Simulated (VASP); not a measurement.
# FeRuC4N4 (P-43m) in VASP: a series of runs

The runs below take FeRuC4N4 through single point, with PBE.

Program: VASP 6.6.1. These are calculated values, not measurements. Logs are shortened: lines on timing, memory, paths and dates and some standing lists are left out, and cuts for length are marked.

**1. The cell of the first run**

It takes space group P-43m (No. 215, cubic). The conventional cell has a = 5.766 Å, b = 5.766 Å, c = 5.766 Å, α = 90.00°, β = 90.00°, γ = 90.00°. Within 2.5 Å of Fe (site symmetry -43m) lie 4 C at 1.88 Å. Ru (site symmetry -43m) has 4 N at 1.92 Å within 2.5 Å. Within 1.6 Å of C (site symmetry 3m) lie 1 N at 1.19 Å. N (site symmetry 3m) has 1 C at 1.19 Å within 1.6 Å.

**2. Single point, PBE, collinear spin, ferromagnetic start**

INCAR

```
  ALGO = Normal
  EDIFF = 1E-7
  ENCUT = 520
  GGA = PE
  ISIF = 2
  ISMEAR = 0
  ISPIN = 2
  LASPH = True
  LCHARG = False
  LMAXMIX = 4
  LORBIT = 11
  LREAL = False
  LWAVE = False
  MAGMOM = 4 1 0 0 0 0 0 0 0 0
  NBANDS = 44
  NELM = 150
  PREC = Accurate
  SIGMA = 0.1
```

KPOINTS

```
k-points
0
Gamma
  4 4 4
```

POSCAR

```
FeRuC4N4
1.0
    5.7658961838      0.0000000000      0.0000000000
    0.0000000000      5.7658961838      0.0000000000
    0.0000000000      0.0000000000      5.7658961838
Fe Ru C N
1 1 4 4
Direct
    0.0000000000      0.0000000000      0.0000000000
    0.5000000000      0.5000000000      0.5000000000
    0.1886901829      0.1886901829      0.1886901829
    0.1886901829      0.8113098171      0.8113098171
    0.8113098171      0.1886901829      0.8113098171
    0.8113098171      0.8113098171      0.1886901829
    0.3080266185      0.3080266185      0.3080266185
    0.3080266185      0.6919733815      0.6919733815
    0.6919733815      0.3080266185      0.6919733815
    0.6919733815      0.6919733815      0.3080266185
```

Potentials or basis: VASP PAW PBE potentials, release 64 (Fe, Ru_pv, C, N).

Command:

```bash
$ cat potpaw_PBE.64/Fe/POTCAR potpaw_PBE.64/Ru_pv/POTCAR potpaw_PBE.64/C/POTCAR potpaw_PBE.64/N/POTCAR > POTCAR
$ mpirun -np 1 vasp_std > vasp.out
```

OUTCAR:

```text
EDIFF = 1E-7
   ENCUT = 520
   GGA = PE
   ISIF = 2
   ISMEAR = 0
   ISPIN = 2
   LASPH = True
   LORBIT = 11
   LREAL = False
   NELM = 150
   PREC = Accurate

 ion  position               nearest neighbor table
   1  0.000  0.000  0.000-   3 1.88   4 1.88   5 1.88   6 1.88
   2  0.500  0.500  0.500-   7 1.92   8 1.92   9 1.92  10 1.92
   3  0.189  0.189  0.189-   7 1.19   1 1.88
   4  0.189  0.811  0.811-   8 1.19   1 1.88
   5  0.811  0.189  0.811-   9 1.19   1 1.88
   6  0.811  0.811  0.189-  10 1.19   1 1.88
   7  0.308  0.308  0.308-   3 1.19   2 1.92
   8  0.308  0.692  0.692-   4 1.19   2 1.92
   9  0.692  0.308  0.692-   5 1.19   2 1.92
  10  0.692  0.692  0.308-   6 1.19   2 1.92

  LATTYP: Found a simple cubic cell.
 ALAT       =     5.7658961838

  Lattice vectors:

 A1 = (   5.7658961838,   0.0000000000,   0.0000000000)
 A2 = (   0.0000000000,   5.7658961838,   0.0000000000)
 A3 = (   0.0000000000,   0.0000000000,   5.7658961838)

Analysis of symmetry for initial positions (statically):
=====================================================================
 Subroutine PRICEL returns:
 Original cell was already a primitive cell.

 Routine SETGRP: Setting up the symmetry group for a
 simple cubic supercell.

 Subroutine GETGRP returns: Found 24 space group operations
 (whereof 24 operations were pure point group operations)
 out of a pool of 48 trial point group operations.

The static configuration has the point symmetry T_d .

Analysis of symmetry for dynamics (positions and initial velocities):
=====================================================================
 Subroutine PRICEL returns:
 Original cell was already a primitive cell.

 Routine SETGRP: Setting up the symmetry group for a
 simple cubic supercell.

 Subroutine GETGRP returns: Found 24 space group operations
 (whereof 24 operations were pure point group operations)
 out of a pool of 48 trial point group operations.

The dynamic configuration has the point symmetry T_d .

Analysis of structural, dynamic, and magnetic symmetry:
=====================================================================
 Subroutine PRICEL returns:
 Original cell was already a primitive cell.

 Routine SETGRP: Setting up the symmetry group for a
 simple cubic supercell.

 Subroutine GETGRP returns: Found 24 space group operations
 (whereof 24 operations were pure point group operations)
 out of a pool of 48 trial point group operations.

The overall configuration has the point symmetry T_d .

 Subroutine INISYM returns: Found 24 space group operations
 (whereof 24 operations are pure point group operations),
 and found     1 'primitive' translations

----------------------------------------------------------------------------------------

                                     Primitive cell

  volume of cell :     191.6904

  direct lattice vectors                    reciprocal lattice vectors
     5.765896184  0.000000000  0.000000000     0.173433577  0.000000000  0.000000000
     0.000000000  5.765896184  0.000000000     0.000000000  0.173433577  0.000000000
     0.000000000  0.000000000  5.765896184     0.000000000  0.000000000  0.173433577

  length of vectors
     5.765896184  5.765896184  5.765896184     0.173433577  0.173433577  0.173433577

  position of ions in fractional coordinates (direct lattice)
     0.000000000  0.000000000  0.000000000
     0.500000000  0.500000000  0.500000000
     0.188690183  0.188690183  0.188690183
     0.188690183  0.811309817  0.811309817
     0.811309817  0.188690183  0.811309817
     0.811309817  0.811309817  0.188690183
     0.308026619  0.308026619  0.308026619
     0.308026619  0.691973381  0.691973381
     0.691973381  0.308026619  0.691973381
     0.691973381  0.691973381  0.308026619

  ion indices of the primitive-cell ions
   primitive index   ion index
                 1           1
                 2           2
                 3           3
                 4           4
[... 50 lines left out ...]
   ions per type =               1   1   4   4
   NGX,Y,Z   is equivalent  to a cutoff of  13.84, 13.84, 13.84 a.u.
   NGXF,Y,Z  is equivalent  to a cutoff of  27.68, 27.68, 27.68 a.u.
 SYSTEM =  unknown system
   PREC   = accura    normal or accurate (medium, high low for compatibility)
   ISTART =      0    job   : 0-new  1-cont  2-samecut
   ICHARG =      2    charge: 1-file 2-atom 10-const
   ISPIN  =      2    spin polarized calculation?
   LNONCOLLINEAR =      F non collinear calculations
   LSORBIT =      F    spin-orbit coupling
   LASPH  =      T    aspherical Exc in radial PAW
   ENCUT  =  520.0 eV  38.22 Ry    6.18 a.u.  10.72 10.72 10.72*2*pi/ulx,y,z
   NELM   =    150;   NELMIN=  2; NELMDL= -5     # of ELM steps
   EDIFF  = 0.1E-06   stopping-criterion for ELM
   LREAL  =      F    real-space projection
   EDIFFG = 0.1E-05   stopping-criterion for IOM
   NSW    =      0    number of steps for IOM
   IBRION =     -1    ionic relax: 0-MD 1-quasi-New 2-CG
   NFREE  =      0    steps in history (QN), initial steepest desc. (CG)
   ISIF   =      2    stress and relaxation
   ISYM   =      2    0-nonsym 1-usesym 2-fastsym
   POTIM  = 0.5000    time-step for ionic-motion
   TEBEG  =    0.0;   TEEND  =   0.0 temperature during run
   PSTRESS=    0.0 pullay stress
   NELECT =      58.0000    total number of electrons
   NUPDOWN=      -1.0000    fix difference up-down
   EMIN   =  10.00;   EMAX   =-10.00  energy-range for DOS
   EFERMI =   0.00;   METHOD = LEGACY
   ISMEAR =     0;   SIGMA  =   0.10  broadening in eV -4-tet -1-fermi 0-gaus
   EFERMI_NEDOS =   21; number of points for ismear=-14 and -15
   IALGO  =     38    algorithm
   IMIX   =      4    mixing-type and parameters
     AMIX     =   0.40;   BMIX     =  1.00
     AMIX_MAG =   1.60;   BMIX_MAG =  1.00
  volume/ion in A,a.u.               =      19.17       129.36
  Fermi-wavevector in a.u.,A,eV,Ry     =   1.099050  2.076903 16.434617  1.207910
  Thomas-Fermi vector in A             =   2.235438
   LORBIT       =     11    0 simple, 1 ext, 2 COOP (PROOUT), +10 PAW based schemes
   GGA     = PE    functional components
   LHFCALC =     F    Hartree Fock is set to
   AEXX    =    0.0000 exact exchange contribution
   IVDW    =     0    specifies the selected vdW correction
   LEPSILON=     F    determine dielectric tensor
   LRPA    =     F    only Hartree local field effects (RPA)
 spin polarized calculation
 Gauss-broadening in eV      SIGMA  =   0.10
  energy-cutoff  :      520.00
  volume of cell :      191.69
 maximum number of plane-waves:      5232
 NGX is ok and might be reduce to    48
   NGX = 21   NGY = 21   NGZ = 21

 number of electron      58.0000000 magnetization       1.9983818

 Free energy of the ion-electron system (eV)
  ---------------------------------------------------
  ext. energy  EPLUGINS =         0.00000000
  ---------------------------------------------------
  free energy    TOTEN  =       -81.26789466 eV

  energy without entropy =      -81.24617463  energy(sigma->0) =      -81.25703465

 E-fermi :  -0.1706     XC(G=0):  -7.6009

 val. band max:       -0.1765591869   @ k =   0.5000   0.2500   0.2500
 cond. band min:      -0.1641586805   @ k =   0.5000   0.5000   0.2500
 fundamental gap:      0.0124005065
 Fermi energy:        -0.1706183826

 spin component 1

 k-point     1 :       0.0000    0.0000    0.0000
  band No.  band energies     occupation
      1     -43.6721      1.00000
      2     -43.6721      1.00000
      3     -43.6720      1.00000
      4     -18.3506      1.00000
      5     -18.1949      1.00000
      6     -18.1949      1.00000
[... 429 lines left out ...]
     40       4.8283      0.00000
     41       4.8283      0.00000
 Fermi energy:        -0.1706183826

 spin component 2

 k-point     1 :       0.0000    0.0000    0.0000
  band No.  band energies     occupation
      1     -44.1160      1.00000
      2     -44.1160      1.00000
      3     -44.1160      1.00000
      4     -18.2983      1.00000
      5     -18.1424      1.00000
      6     -18.1424      1.00000
[... 429 lines left out ...]
     40       5.0979      0.00000
     41       5.0979      0.00000
 [bands above 41 left out]

------------------------ aborting loop because EDIFF is reached ----------------------------------------

  FORCE on cell =-STRESS in cart. coord.  units (eV):
  Direction    XX          YY          ZZ          XY          YZ          ZX
  --------------------------------------------------------------------------------------
  -------------------------------------------------------------------------------------
  Total        0.2270220      0.2270220      0.2270220      0.0000000     -0.0000000     -0.0000000
  in kB        1.8974842      1.8974842      1.8974842      0.0000000     -0.0000000     -0.0000000
  external PRESSURE =       1.8974842 kB  Pullay stress =       0.0000000 kB

 VOLUME and BASIS-vectors are now :
 -----------------------------------------------------------------------------
  energy-cutoff  :      520.00
  volume of cell :      191.69
      direct lattice vectors                 reciprocal lattice vectors
     5.765896184  0.000000000  0.000000000     0.173433577  0.000000000  0.000000000
     0.000000000  5.765896184  0.000000000     0.000000000  0.173433577  0.000000000
     0.000000000  0.000000000  5.765896184     0.000000000  0.000000000  0.173433577

 POSITION                                       TOTAL-FORCE (eV/Angst)
 -----------------------------------------------------------------------------------
      0.00000      0.00000      0.00000         0.000000      0.000000      0.000000
      2.88295      2.88295      2.88295         0.000000      0.000000      0.000000
      1.08797      1.08797      1.08797        -0.100684     -0.100684     -0.100684
      1.08797      4.67793      4.67793        -0.100684      0.100684      0.100684
      4.67793      1.08797      4.67793         0.100684     -0.100684      0.100684
      4.67793      4.67793      1.08797         0.100684      0.100684     -0.100684
      1.77605      1.77605      1.77605         0.142129      0.142129      0.142129
      1.77605      3.98985      3.98985         0.142129     -0.142129     -0.142129
      3.98985      1.77605      3.98985        -0.142129      0.142129     -0.142129
      3.98985      3.98985      1.77605        -0.142129     -0.142129      0.142129
 -----------------------------------------------------------------------------------
    total drift:                               -0.000000     -0.000000     -0.000000

  FREE ENERGIE OF THE ION-ELECTRON SYSTEM (eV)
  ---------------------------------------------------
  free  energy   TOTEN  =       -81.2678946632 eV

  energy  without entropy=      -81.2461746309  energy(sigma->0) =      -81.25703465

 total charge

# of ion       s       p       d       tot
------------------------------------------
    1        0.512   0.773   6.215   7.500
    2        0.362   6.354   5.894  12.610
    3        0.958   1.586   0.000   2.544
    4        0.958   1.586   0.000   2.544
    5        0.958   1.586   0.000   2.544
    6        0.958   1.586   0.000   2.544
    7        1.288   2.599   0.000   3.886
    8        1.288   2.599   0.000   3.886
    9        1.288   2.599   0.000   3.886
   10        1.288   2.599   0.000   3.886
--------------------------------------------------
tot          9.858  23.865  12.109  45.832

 magnetization (x)

# of ion       s       p       d       tot
------------------------------------------
    1        0.014   0.131   2.300   2.445
    2       -0.003  -0.059  -0.481  -0.543
    3        0.002  -0.058   0.000  -0.056
    4        0.002  -0.058   0.000  -0.056
    5        0.002  -0.058   0.000  -0.056
    6        0.002  -0.058   0.000  -0.056
    7        0.000   0.064   0.000   0.064
    8        0.000   0.064   0.000   0.064
    9        0.000   0.064   0.000   0.064
   10        0.000   0.064   0.000   0.064
--------------------------------------------------
tot          0.020   0.094   1.819   1.933
```

Run time: 9.2 min. Hardware: 1 thread of Intel Xeon 8259CL, shared host; peak memory 0.49 GiB.

Results:

| Item | Value |
| --- | --- |
| Free energy | -81.2679 eV |
| Pressure | 0.2 GPa |
| Largest force | 0.246 eV/Å |
| Band gap on the k mesh | zero (filled and empty bands overlap) |
| Net moment | 2.00 μB per cell |
| Site moments | Fe +2.44; Ru -0.54; C -0.06; N +0.06 μB |
| Valence electrons inside the program's atomic spheres | Fe 7.50; Ru 12.61; C 2.54; N 3.89 |

Forces on the atoms (eV/Å):
```
Fe   0.000  0.000  0.000
Ru   0.000  0.000  0.000
C   -0.101 -0.101 -0.101
C   -0.101  0.101  0.101
C    0.101 -0.101  0.101
C    0.101  0.101 -0.101
N    0.142  0.142  0.142
N    0.142 -0.142 -0.142
N   -0.142  0.142 -0.142
N   -0.142 -0.142  0.142
```

Caveat: a cell with one magnetic atom can't hold antiferromagnetic order, which such compounds often take. With open d or f shells a metallic result of PBE can be an artefact of self-interaction; +U or a hybrid may open a gap.

**3. Single point, PBE, collinear spin, ferromagnetic start**

This run uses another cell than the first one, of 20.34 Å³/atom.

INCAR

```
ALGO = Normal
EDIFF = 1E-6
ENCUT = 520
GGA = PE
ISIF = 2
ISMEAR = 0
ISPIN = 2
LASPH = T
LCHARG = T
LELF = T
LMAXMIX = 4
LORBIT = 11
LREAL = F
LVHAR = T
LWAVE = F
MAGMOM = 4 1 0 0 0 0 0 0 0 0
NBANDS = 44
NELM = 150
PREC = Accurate
SIGMA = 0.1
```

KPOINTS is that of step 2.

POSCAR

```
FeRuC4N4
1.0
    5.8808898400      0.0000000000      0.0000000000
    0.0000000000      5.8808898400      0.0000000000
    0.0000000000      0.0000000000      5.8808898400
Fe Ru C N
1 1 4 4
Direct
    0.0000000000      0.0000000000      0.0000000000
    0.5000000000      0.5000000000      0.5000000000
    0.1902611400      0.1902611400      0.1902611400
    0.1902611400      0.8097388600      0.8097388600
    0.8097388600      0.1902611400      0.8097388600
    0.8097388600      0.8097388600      0.1902611400
    0.3051246800      0.3051246800      0.3051246800
    0.3051246800      0.6948753200      0.6948753200
    0.6948753200      0.3051246800      0.6948753200
    0.6948753200      0.6948753200      0.3051246800
```

Potentials or basis: VASP PAW PBE potentials, release 64 (Fe, Ru_pv, C, N).

Command:

```bash
$ cat potpaw_PBE.64/Fe/POTCAR potpaw_PBE.64/Ru_pv/POTCAR potpaw_PBE.64/C/POTCAR potpaw_PBE.64/N/POTCAR > POTCAR
$ mpirun -np 1 vasp_std > vasp.out
```

It took 10 min on 1 thread of Intel Xeon 8259CL, shared host; peak memory 0.5 GiB.

It converged, with:

```
Free energy                                           : -81.0855 eV
Pressure                                              : 0.5 GPa
Largest force                                         : 2.369 eV/Å
Band gap on the k mesh                                : zero (filled and empty bands overlap)
Net moment                                            : 2.00 μB per cell
Site moments                                          : Fe +2.94; Ru -0.96; C -0.05; N +0.06 μB
Valence electrons inside the program's atomic spheres : Fe 7.26; Ru 12.44; C 2.58; N 3.90
```

Forces in eV/Å, atoms in the order of the input:
```
Fe   0.000  0.000  0.000
Ru   0.000  0.000  0.000
C   -1.059 -1.059 -1.059
C   -1.059  1.059  1.059
C    1.059 -1.059  1.059
C    1.059  1.059 -1.059
N    1.368  1.368  1.368
N    1.368 -1.368 -1.368
N   -1.368  1.368 -1.368
N   -1.368 -1.368  1.368
```

Levels at points of the mesh, in eV from the Fermi level:
Spin up:
| k point | band 28 | band 29 | band 30 | band 31 | band 32 | band 33 |
| --- | --- | --- | --- | --- | --- | --- |
| (0.00, 0.00, 0.00) | -1.16 | -0.66 | -0.66 | 0.69 | 0.69 | 0.69 |
| (0.50, 0.00, 0.00) | -1.24 | -0.78 | -0.33 | 0.91 | 1.06 | 1.06 |
| (0.50, 0.50, 0.00) | -1.18 | -0.76 | -0.35 | 0.89 | 1.05 | 1.05 |
| (0.50, 0.50, 0.50) | -1.10 | -0.58 | -0.58 | 0.82 | 0.82 | 0.82 |
Spin down:
```csv
k point,band 25,band 26,band 27,band 28,band 29,band 30,band 31,band 32
"(0.00, 0.00, 0.00)",-1.60,-0.28,-0.28,-0.28,0.25,0.25,1.09,1.09
"(0.50, 0.00, 0.00)",-1.05,-0.70,-0.22,-0.22,-0.14,0.54,1.22,1.31
"(0.50, 0.50, 0.00)",-1.03,-0.71,-0.16,-0.07,-0.07,0.55,1.18,1.18
"(0.50, 0.50, 0.50)",-1.53,-0.08,-0.08,-0.08,0.27,0.27,1.09,1.09
```

Caveat: a cell with one magnetic atom can't hold antiferromagnetic order, which such compounds often take; forces of over 1 eV/Å act on the atoms, so gaps and moduli don't describe the material at rest. With open d or f shells a metallic result of PBE can be an artefact of self-interaction; +U or a hybrid may open a gap.
